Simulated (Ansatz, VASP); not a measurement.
One calculation of MoN2, two programs

The input INCAR:

```
PREC = Accurate
ENCUT = 520
EDIFF = 1E-7
ISMEAR = 0
SIGMA = 0.15
LREAL = F
LASPH = T
NELM = 100
ALGO = Fast
ISIF = 2
LWAVE = F
LCHARG = T
GGA = PE
LELF = T
LVHAR = T
NBANDS = 33
```

Contents of KPOINTS:

```
Automatic mesh
0
Gamma
  12 12 18
```

Contents of POSCAR:

```
MoN2
1.0
    4.3330619473      0.0379142920      0.0000000000
    0.0379142920      4.3330619473      0.0000000000
    0.0000000000      0.0000000000      2.7518917152
Mo N
2 4
Direct
    0.5000000000      0.5000000000      0.0000000000
    0.0000000000      0.0000000000      0.0000000000
    0.8879039728      0.3879039728      0.5000000000
    0.1120960272      0.6120960272      0.5000000000
    0.3879039728      0.1120960272      0.5000000000
    0.6120960272      0.8879039728      0.5000000000
```

Input for Ansatz:

```yaml
crystal:
  lattice:
    - [4.3330619473, 0.037914292, 0.0]
    - [0.037914292, 4.3330619473, 0.0]
    - [0.0, 0.0, 2.7518917152]
  atoms:
    - { symbol: Mo, position: [0.5, 0.5, 0.0] }
    - { symbol: Mo, position: [0.0, 0.0, 0.0] }
    - { symbol: "N", position: [0.8879039728, 0.3879039728, 0.5] }
    - { symbol: "N", position: [0.1120960272, 0.6120960272, 0.5] }
    - { symbol: "N", position: [0.3879039728, 0.1120960272, 0.5] }
    - { symbol: "N", position: [0.6120960272, 0.8879039728, 0.5] }
basis:
  ecutwfc: 420
kpoints:
  mp_grid: { grid: [12, 12, 18] }
hamiltonian:
  xc: pbe
scf:
  occupations: { method: gaussian, width: 0.15 }
output:
  forces: true
  stress: true
  eigenvalues: true
```

Change from the starting cell: strain +0.0175 x Voigt [0, 0, 0, 0, 0, 1], atoms carried along.

Alike in both runs: task single point; functional PBE; k mesh 12 × 12 × 18; occupations gaussian, width 0.15 eV; no spin polarisation.

|  | VASP | Ansatz |
| --- | --- | --- |
| version | VASP 6.6.1 | Ansatz 0.2.0 |
| potentials or method | VASP PAW PBE potentials, release 64 (Mo_sv, N), cutoff 520 eV | scalar-relativistic, plane waves, PAW |
| valence electrons in the cell | 48 | 48 |

```tsv
	VASP	Ansatz	Ansatz less VASP
gap on the k mesh at the Fermi level (eV)	none	none	-
pressure (GPa)	0.7	0.2	-0.53
traceless stress, the component that is largest in VASP (GPa)	-4.91	-4.87	+0.036
rms of the force components (eV/Å)	0.089	0.076	-0.0128
```

Atom by atom the forces differ by 0.039 eV/Å (rms over components). A gap of «none» marks a metal or a gap that the smearing closes. The functional is the same, so the differences come from potentials, cutoffs and numerics.
